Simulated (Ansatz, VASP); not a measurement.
# CoSi2: VASP beside Ansatz

```
Co Si
1.0
     0.00000    2.67800    2.67800
     5.35600    0.00000    5.35600
     2.67800    2.67800    0.00000
Co Si
2 4
Cartesian
  0.0000 0.0000 0.0000
  2.6780 0.0000 2.6780
  1.3390 1.3390 1.3390
  4.0170 1.3390 4.0170
  4.0170 4.0170 4.0170
  6.6950 4.0170 6.6950
```

Alike in both runs: task single point; functional r2SCAN; k mesh 6 × 3 × 6; occupations fermi-dirac, width 0.1 eV; no spin polarisation.

|  | VASP | Ansatz |
| --- | --- | --- |
| version | VASP 6.6.1 | Ansatz 0.2.0 |
| potentials or method | VASP PAW PBE potentials, release 64 (Co, Si), cutoff 520 eV | PAW, plane waves, scalar-relativistic |
| valence electrons in the cell | 34 | 50 |

|  | VASP | Ansatz | Ansatz less VASP |
| --- | --- | --- | --- |
| pressure (GPa) | -4.4 | -4.2 | +0.17 |

VASP's potentials were made for PBE, not for r2SCAN. VASP's potentials hold 34 valence electrons a cell and Ansatz's 50, so a difference there can come from the potentials and not from the codes.
